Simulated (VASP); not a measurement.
# In2S (Fm-3m) in VASP: single point with PBE

Aim: the single point of In2S with PBE.

Everything below comes from runs of VASP 6.6.1. Logs are shortened: lines on timing, memory, paths and dates and some standing lists are left out, and cuts for length are marked.

**1. The cell of the first run**

Symmetry: Fm-3m, No. 225, cubic system. The conventional cell has a = 7.218 Å, b = 7.218 Å, c = 7.218 Å, α = 90.00°, β = 90.00°, γ = 90.00°. Within 4.1 Å of In (site symmetry -43m) lie 4 S at 3.13 Å and 6 In at 3.61 Å. S (site symmetry m-3m) has 8 In at 3.13 Å within 4.1 Å.

The cell was built from a structure type or drawn by symmetry, and may not be a known phase.

**2. Single point, PBE**

Contents of INCAR:

```
SYSTEM = In2S
  ALGO = Normal
  EDIFF = 1E-6
  ENCUT = 500
  GGA = PE
  GGA_COMPAT = .FALSE.
  ISIF = 2
  ISMEAR = 0
  LASPH = .TRUE.
  LCHARG = .FALSE.
  LREAL = .FALSE.
  LWAVE = .FALSE.
  NBANDS = 23
  NELM = 120
  PREC = Accurate
  SIGMA = 0.15
```

Contents of KPOINTS:

```
k-points
0
G
  4 4 4
  0 0 0
```

Contents of POSCAR:

```
In2S
1.0
    0.0000000000      3.6088860448      3.6088860448
    3.6088860448      0.0000000000      3.6088860448
    3.6088860448      3.6088860448      0.0000000000
In S
2 1
Direct
    0.2500000000      0.2500000000      0.2500000000
    0.7500000000      0.7500000000      0.7500000000
    0.0000000000      0.0000000000      0.0000000000
```

Potentials or basis: VASP PAW PBE potentials, release 64 (In_d, S).

Command:

```console
cat potpaw_PBE.64/In_d/POTCAR potpaw_PBE.64/S/POTCAR > POTCAR
mpirun -np 1 vasp_std > vasp.out
```

OUTCAR:

```text
SYSTEM = In2S
   EDIFF = 1E-6
   ENCUT = 500
   GGA = PE
   ISIF = 2
   ISMEAR = 0
   LASPH = .TRUE.
   LREAL = .FALSE.
   NELM = 120
   PREC = Accurate

 ion  position               nearest neighbor table
   1  0.250  0.250  0.250-   3 3.13   3 3.13   3 3.13   3 3.13   2 3.61   2 3.61   2 3.61   2 3.61
                             2 3.61   2 3.61
   2  0.750  0.750  0.750-   3 3.13   3 3.13   3 3.13   3 3.13   1 3.61   1 3.61   1 3.61   1 3.61
                             1 3.61   1 3.61
   3  0.000  0.000  0.000-   2 3.13   2 3.13   2 3.13   1 3.13   2 3.13   1 3.13   1 3.13   1 3.13

  LATTYP: Found a face centered cubic cell.
 ALAT       =     7.2177720896

  Lattice vectors:

 A1 = (   0.0000000000,   3.6088860448,   3.6088860448)
 A2 = (   3.6088860448,   0.0000000000,   3.6088860448)
 A3 = (   3.6088860448,   3.6088860448,   0.0000000000)

Analysis of symmetry for initial positions (statically):
=====================================================================
 Subroutine PRICEL returns:
 Original cell was already a primitive cell.

 Routine SETGRP: Setting up the symmetry group for a
 face centered cubic supercell.

 Subroutine GETGRP returns: Found 48 space group operations
 (whereof 48 operations were pure point group operations)
 out of a pool of 48 trial point group operations.

The static configuration has the point symmetry O_h .

Analysis of symmetry for dynamics (positions and initial velocities):
=====================================================================
 Subroutine PRICEL returns:
 Original cell was already a primitive cell.

 Routine SETGRP: Setting up the symmetry group for a
 face centered cubic supercell.

 Subroutine GETGRP returns: Found 48 space group operations
 (whereof 48 operations were pure point group operations)
 out of a pool of 48 trial point group operations.

The dynamic configuration has the point symmetry O_h .

 Subroutine INISYM returns: Found 48 space group operations
 (whereof 48 operations are pure point group operations),
 and found     1 'primitive' translations

----------------------------------------------------------------------------------------

                                     Primitive cell

  volume of cell :      94.0047

  direct lattice vectors                    reciprocal lattice vectors
     0.000000000  3.608886045  3.608886045    -0.138546907  0.138546907  0.138546907
     3.608886045  0.000000000  3.608886045     0.138546907 -0.138546907  0.138546907
     3.608886045  3.608886045  0.000000000     0.138546907  0.138546907 -0.138546907

  length of vectors
     5.103735590  5.103735590  5.103735590     0.239970283  0.239970283  0.239970283

  position of ions in fractional coordinates (direct lattice)
     0.250000000  0.250000000  0.250000000
     0.750000000  0.750000000  0.750000000
     0.000000000  0.000000000  0.000000000

  ion indices of the primitive-cell ions
   primitive index   ion index
                 1           1
                 2           2
                 3           3

----------------------------------------------------------------------------------------

 KPOINTS: k-points

Automatic generation of k-mesh.
 Grid dimensions read from file:
 generate k-points for:    4    4    4

 Generating k-lattice:

  Cartesian coordinates                     Fractional coordinates (reciprocal lattice)
    -0.034636727  0.034636727  0.034636727     0.250000000  0.000000000  0.000000000
     0.034636727 -0.034636727  0.034636727     0.000000000  0.250000000  0.000000000
     0.034636727  0.034636727 -0.034636727     0.000000000  0.000000000  0.250000000

  Length of vectors
     0.059992571  0.059992571  0.059992571

  Shift w.r.t. Gamma in fractional coordinates (k-lattice)
     0.000000000  0.000000000  0.000000000

 Subroutine IBZKPT returns following result:
 ===========================================

 Found      8 irreducible k-points:

 Following reciprocal coordinates:
            Coordinates               Weight
  0.000000  0.000000  0.000000      1.000000
  0.250000  0.000000  0.000000      8.000000
  0.500000  0.000000  0.000000      4.000000
  0.250000  0.250000  0.000000      6.000000
  0.500000  0.250000  0.000000     24.000000
 -0.250000  0.250000  0.000000     12.000000
  0.500000  0.500000  0.000000      3.000000
 -0.250000  0.500000  0.250000      6.000000
   k-points           NKPTS =      8   k-points in BZ     NKDIM =      8   number of bands    NBANDS=     23
   number of dos      NEDOS =    301   number of ions     NIONS =      3
   total plane-waves  NPLWV =  64000
   dimension x,y,z NGX =    40 NGY =   40 NGZ =   40
   dimension x,y,z NGXF=    80 NGYF=   80 NGZF=   80
   ions per type =               2   1
   NGX,Y,Z   is equivalent  to a cutoff of  13.03, 13.03, 13.03 a.u.
   NGXF,Y,Z  is equivalent  to a cutoff of  26.06, 26.06, 26.06 a.u.
 SYSTEM =  In2S
   PREC   = accura    normal or accurate (medium, high low for compatibility)
   ISTART =      0    job   : 0-new  1-cont  2-samecut
   ICHARG =      2    charge: 1-file 2-atom 10-const
   ISPIN  =      1    spin polarized calculation?
   LNONCOLLINEAR =      F non collinear calculations
   LSORBIT =      F    spin-orbit coupling
   LASPH  =      T    aspherical Exc in radial PAW
   ENCUT  =  500.0 eV  36.75 Ry    6.06 a.u.   9.31  9.31  9.31*2*pi/ulx,y,z
   NELM   =    120;   NELMIN=  2; NELMDL= -5     # of ELM steps
   EDIFF  = 0.1E-05   stopping-criterion for ELM
   LREAL  =      F    real-space projection
   EDIFFG = 0.1E-04   stopping-criterion for IOM
   NSW    =      0    number of steps for IOM
   IBRION =     -1    ionic relax: 0-MD 1-quasi-New 2-CG
   NFREE  =      0    steps in history (QN), initial steepest desc. (CG)
   ISIF   =      2    stress and relaxation
   ISYM   =      2    0-nonsym 1-usesym 2-fastsym
   POTIM  = 0.5000    time-step for ionic-motion
   TEBEG  =    0.0;   TEEND  =   0.0 temperature during run
   PSTRESS=    0.0 pullay stress
   NELECT =      32.0000    total number of electrons
   NUPDOWN=      -1.0000    fix difference up-down
   EMIN   =  10.00;   EMAX   =-10.00  energy-range for DOS
   EFERMI =   0.00;   METHOD = LEGACY
   ISMEAR =     0;   SIGMA  =   0.15  broadening in eV -4-tet -1-fermi 0-gaus
   EFERMI_NEDOS =   21; number of points for ismear=-14 and -15
   IALGO  =     38    algorithm
   IMIX   =      4    mixing-type and parameters
     AMIX     =   0.40;   BMIX     =  1.00
     AMIX_MAG =   1.60;   BMIX_MAG =  1.00
  volume/ion in A,a.u.               =      31.33       211.46
  Fermi-wavevector in a.u.,A,eV,Ry     =   1.143076  2.160100 17.777672  1.306622
  Thomas-Fermi vector in A             =   2.279772
   LORBIT       =      0    0 simple, 1 ext, 2 COOP (PROOUT), +10 PAW based schemes
   GGA     = PE    functional components
   LHFCALC =     F    Hartree Fock is set to
   AEXX    =    0.0000 exact exchange contribution
   IVDW    =     0    specifies the selected vdW correction
   LEPSILON=     F    determine dielectric tensor
   LRPA    =     F    only Hartree local field effects (RPA)
 non-spin polarized calculation
 Gauss-broadening in eV      SIGMA  =   0.15
  energy-cutoff  :      500.00
  volume of cell :       94.00
 maximum number of plane-waves:      2421
 NGX is ok and might be reduce to    40
   NGX = 19   NGY = 19   NGZ = 19

 number of electron      31.9999986 magnetization

 Free energy of the ion-electron system (eV)
  ---------------------------------------------------
  ext. energy  EPLUGINS =         0.00000000
  ---------------------------------------------------
  free energy    TOTEN  =        -9.36795557 eV

  energy without entropy =       -9.35958102  energy(sigma->0) =       -9.36376829

 E-fermi :   4.8662     XC(G=0):  -8.6934

 val. band max:        4.7752681538   @ k =   0.5000   0.0000   0.0000
 cond. band min:       4.9987895431   @ k =   0.5000   0.5000   0.0000
 fundamental gap:      0.2235213893
 Fermi energy:         4.8662154848

 k-point     1 :       0.0000    0.0000    0.0000
  band No.  band energies     occupation
      1     -10.0427      2.00000
      2     -10.0427      2.00000
      3      -9.9783      2.00000
      4      -9.9783      2.00000
      5      -9.9783      2.00000
      6      -9.8582      2.00000
[... 15 lines left out ...]
     22       9.4837      0.00000
     23      10.8190      0.00000

 k-point     2 :       0.2500    0.0000    0.0000
  band No.  band energies     occupation
      1     -10.0081      2.00000
      2     -10.0081      2.00000
      3      -9.9870      2.00000
      4      -9.9581      2.00000
      5      -9.9581      2.00000
      6      -9.8771      2.00000
[... 15 lines left out ...]
     22       9.0624      0.00000
     23      12.3972      0.00000

 k-point     3 :       0.5000    0.0000    0.0000
  band No.  band energies     occupation
      1      -9.9828      2.00000
      2      -9.9271      2.00000
      3      -9.9271      2.00000
      4      -9.9218      2.00000
      5      -9.9218      2.00000
      6      -9.9126      2.00000
[... 15 lines left out ...]
     22       8.8219      0.00000
     23      11.9605      0.00000

 k-point     4 :       0.2500    0.2500    0.0000
  band No.  band energies     occupation
      1     -10.0376      2.00000
      2     -10.0209      2.00000
      3      -9.9696      2.00000
      4      -9.9412      2.00000
      5      -9.9412      2.00000
      6      -9.8850      2.00000
[... 15 lines left out ...]
     22      10.4827      0.00000
     23      11.3798      0.00000

 k-point     5 :       0.5000    0.2500    0.0000
  band No.  band energies     occupation
      1     -10.0246      2.00000
      2     -10.0011      2.00000
      3      -9.9491      2.00000
      4      -9.9217      2.00000
      5      -9.9151      2.00000
      6      -9.9079      2.00000
[... 15 lines left out ...]
     22      10.1339      0.00000
     23      11.9180      0.00000

 k-point     6 :      -0.2500    0.2500    0.0000
  band No.  band energies     occupation
      1     -10.0034      2.00000
      2      -9.9998      2.00000
      3      -9.9456      2.00000
      4      -9.9249      2.00000
      5      -9.9196      2.00000
      6      -9.9177      2.00000
[... 15 lines left out ...]
     22      11.1504      0.00000
     23      11.2599      0.00000

 k-point     7 :       0.5000    0.5000    0.0000
  band No.  band energies     occupation
      1     -10.0591      2.00000
      2     -10.0324      2.00000
      3      -9.9620      2.00000
      4      -9.9125      2.00000
      5      -9.9125      2.00000
      6      -9.9027      2.00000
[... 15 lines left out ...]
     22      10.4624      0.00000
     23      12.2216      0.00000

 k-point     8 :      -0.2500    0.5000    0.2500
  band No.  band energies     occupation
      1     -10.0294      2.00000
      2      -9.9874      2.00000
      3      -9.9874      2.00000
      4      -9.9455      2.00000
      5      -9.9077      2.00000
      6      -9.9077      2.00000
[... 15 lines left out ...]
     22      11.3767      0.00000
     23      12.0297      0.00000

------------------------ aborting loop because EDIFF is reached ----------------------------------------

  FORCE on cell =-STRESS in cart. coord.  units (eV):
  Direction    XX          YY          ZZ          XY          YZ          ZX
  --------------------------------------------------------------------------------------
  -------------------------------------------------------------------------------------
  Total        0.1066474      0.1066474      0.1066474      0.0000000     -0.0000000      0.0000000
  in kB        1.8176539      1.8176539      1.8176539      0.0000000     -0.0000000      0.0000000
  external PRESSURE =       1.8176539 kB  Pullay stress =       0.0000000 kB

 VOLUME and BASIS-vectors are now :
 -----------------------------------------------------------------------------
  energy-cutoff  :      500.00
  volume of cell :       94.00
      direct lattice vectors                 reciprocal lattice vectors
     0.000000000  3.608886045  3.608886045    -0.138546907  0.138546907  0.138546907
     3.608886045  0.000000000  3.608886045     0.138546907 -0.138546907  0.138546907
     3.608886045  3.608886045  0.000000000     0.138546907  0.138546907 -0.138546907

 POSITION                                       TOTAL-FORCE (eV/Angst)
 -----------------------------------------------------------------------------------
      1.80444      1.80444      1.80444         0.000000      0.000000     -0.000000
      5.41333      5.41333      5.41333        -0.000000     -0.000000      0.000000
      0.00000      0.00000      0.00000        -0.000000      0.000000     -0.000000
 -----------------------------------------------------------------------------------
    total drift:                               -0.000000     -0.000000      0.000000

  FREE ENERGIE OF THE ION-ELECTRON SYSTEM (eV)
  ---------------------------------------------------
  free  energy   TOTEN  =        -9.3679555692 eV

  energy  without entropy=       -9.3595810172  energy(sigma->0) =       -9.36376829
```

Run time: 23 s. Hardware: 1 thread of Intel Xeon Platinum 8488C (Sapphire Rapids), shared host; peak memory 0.24 GiB.

Results:

* Free energy: -9.3680 eV
* Pressure: 0.2 GPa
* Band gap on the k mesh: 0.22 eV (least direct gap 1.23 eV)

Caveat: spin-orbit coupling is left out, which moves the levels of the heavy elements. A k mesh can miss the band edges.
